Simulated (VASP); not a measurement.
Input of a VASP 6.6.1 run:

The input INCAR:

```
PREC = Accurate ; ENCUT = 520
EDIFF = 1E-7 ; ISMEAR = 0
SIGMA = 0.05 ; LREAL = False
LASPH = True ; NELM = 60
ALGO = Normal ; ISIF = 2
LWAVE = False ; LCHARG = False
NBANDS = 16
```

The input KPOINTS:

```
Automatic mesh
0
Gamma
  10 10 10
```

POSCAR

```
ZnSe
1.0
    0.0000000000      2.8202611967      2.8202611967
    2.8202611967      0.0000000000      2.8202611967
    2.8202611967      2.8202611967      0.0000000000
Zn Se
1 1
Direct
    0.0000000000      0.0000000000      0.0000000000
    0.7500000000      0.7500000000      0.7500000000
```

Potentials or basis: VASP PAW LDA potentials, release 64 (Zn, Se).

The run is started by

```console
$ cat potpaw_LDA.64/Zn/POTCAR potpaw_LDA.64/Se/POTCAR > POTCAR
$ mpirun -np 1 vasp_std > vasp.out
```

Predict the band gap on the k mesh.

1.13 eV, direct.

Estimate the pressure.

-2.2 GPa.
